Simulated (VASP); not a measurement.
Write the native input for VASP 6.6.1 that does the following.

```yaml
Task: single point
Functional: RPBE
Potentials_or_basis: VASP PAW PBE potentials, release 64 (Ir)
Cutoff: 520 eV
k_mesh: 18 × 18 × 18
Occupations: gaussian, width 0.1 eV
Spin: no spin polarisation
Dipole_correction: no
Further_INCAR_settings: ALGO = Normal; EDIFF = 1e-07; NBANDS = 10
```

The structure of Ir lies in POSCAR:

```
Ir
1.0
    0.0000000000      1.9431520483      1.9431520483
    1.9431520483      0.0000000000      1.9431520483
    1.9431520483      1.9431520483      0.0000000000
Ir
1
Direct
    0.0000000000      0.0000000000      0.0000000000
```

The input as run:

INCAR

```
ALGO = Normal
EDIFF = 1E-7
ENCUT = 520
GGA = RP
ISIF = 2
ISMEAR = 0
LASPH = True
LCHARG = False
LREAL = False
LWAVE = False
NBANDS = 10
NELM = 60
PREC = Accurate
SIGMA = 0.1
```

KPOINTS

```
k-points
0
Gamma
  18 18 18
```

Potentials or basis: VASP PAW PBE potentials, release 64 (Ir).

Launch:

```bash
$ cat potpaw_PBE.64/Ir/POTCAR > POTCAR
$ mpirun -np 1 vasp_std > vasp.out
```

It gave:

```yaml
Pressure: 0.3 GPa
```

Caveat: the PAW data sets were made with another functional, which shifts forces and pressure a little.

Run time: 11 s on 1 thread of Intel(R) Xeon(R) 6975P-C (Granite Rapids), on a shared host, peak memory 0.15 GiB.
